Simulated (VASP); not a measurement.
Wanted: the native input for a VASP 6.6.1 run.

- Task: single point
- Functional: PBE
- Potentials or basis: VASP PAW PBE potentials, release 64 (Cs_sv, Ta_sv_GW)
- Cutoff: 500 eV
- k mesh: 4 × 4 × 4
- Occupations: gaussian, width 0.1 eV
- Spin: no spin polarisation
- Dipole correction: no
- Second run: valence_matched
- Further INCAR settings: ALGO = Normal; EDIFF = 1e-06; NBANDS = 38

The structure of CsTa4 lies in POSCAR:

```
CsTa4
1.0
    4.9487801200      0.0000000000      0.0000000000
    0.0000000000      4.9487801200      0.0000000000
    0.0000000000      0.0000000000      4.9487801200
Cs Ta
1 4
Direct
    0.5000000000      0.5000000000      0.5000000000
    0.0000000000      0.0000000000      0.0000000000
    0.5000000000      0.5000000000      0.0000000000
    0.5000000000      0.0000000000      0.5000000000
    0.0000000000      0.5000000000      0.5000000000
```

The input as run:

INCAR

```
PREC = Accurate
ENCUT = 500
EDIFF = 1E-6
ISMEAR = 0
SIGMA = 0.1
LREAL = False
LASPH = True
NELM = 120
ALGO = Normal
ISIF = 2
LWAVE = False
LCHARG = False
GGA = PE
NBANDS = 38
GGA_COMPAT = False
```

KPOINTS

```
regular mesh
0
Gamma
  4 4 4
```

Potentials or basis: VASP PAW PBE potentials, release 64 (Cs_sv, Ta_sv_GW).

Command:

```console
$ cat potpaw_PBE.64/Cs_sv/POTCAR potpaw_PBE.64/Ta_sv_GW/POTCAR > POTCAR
$ mpirun -np 1 vasp_std > vasp.out
```

It gave:

- Pressure: -0.6 GPa

It took 27 s on 1 thread of Intel(R) Xeon(R) 6975P-C (Granite Rapids), on a shared host, peak memory 0.22 GiB.
